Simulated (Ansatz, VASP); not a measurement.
# Si4B in VASP and in Ansatz

```
Si B
1.0
     5.09185    0.00000    0.00000
    -2.54593    4.40967    0.00000
     0.00000    0.00000    3.84836
Si B
4 1
Direct
  0.50000 0.00000 0.00000
  0.00000 0.50000 0.00000
  0.50000 0.50000 0.00000
  0.00000 0.00000 0.00000
  0.00000 0.00000 0.50000
```

Alike in both runs: functional PBE; k mesh 12 × 12 × 10; occupations gaussian, width 0.1 eV; no spin polarisation.

Ansatz relaxed the structure, and its values are those at the end. VASP's run is a single point on that final structure, the one shown.

|  | VASP | Ansatz |
| --- | --- | --- |
| version | VASP 6.6.1 | Ansatz 0.2.0 |
| potentials or method | VASP PAW PBE potentials, release 64 (Si, B), cutoff 520 eV | scalar-relativistic, plane waves, PAW |
| valence electrons in the cell | 19 | 19 |

|  | VASP | Ansatz | Ansatz less VASP |
| --- | --- | --- | --- |
| gap on the k mesh at the Fermi level (eV) | none | none | - |
| pressure (GPa) | -0.1 | 0.0 | +0.06 |

A gap of «none» marks a metal or a gap that the smearing closes. The functional is the same, so the differences come from potentials, cutoffs and numerics.
